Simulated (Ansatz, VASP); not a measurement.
## Sn in VASP and in Ansatz

```
Sn
1.0
    -2.01557    2.01557    1.64961
     2.01557   -2.01557    1.64961
     2.01557    2.01557   -1.64961
Sn
1
Direct
  0.00000 0.00000 0.00000
```

Alike in both runs: task single point; functional r2SCAN; k mesh 10 × 10 × 10; occupations fermi-dirac, width 0.05 eV; no spin polarisation.

|  | VASP | Ansatz |
| --- | --- | --- |
| version | VASP 6.6.1 | Ansatz 0.2.0 |
| potentials or method | VASP PAW PBE potentials, release 64 (Sn_d) | Ansatz PAW |
| plane-wave cutoff (eV) | 520 | 500 |
| valence electrons in the cell | 14 | 14 |

|  | VASP | Ansatz | Ansatz less VASP |
| --- | --- | --- | --- |
| gap on the k mesh at the Fermi level (eV) | none | none | - |
| pressure (GPa) | 0.6 | 0.5 | -0.01 |
| traceless stress, the component that is largest in VASP (GPa) | 0.66 | 0.65 | -0.014 |

VASP's potentials were made for PBE, not for r2SCAN. A gap of «none» marks a metal or a gap that the smearing closes.
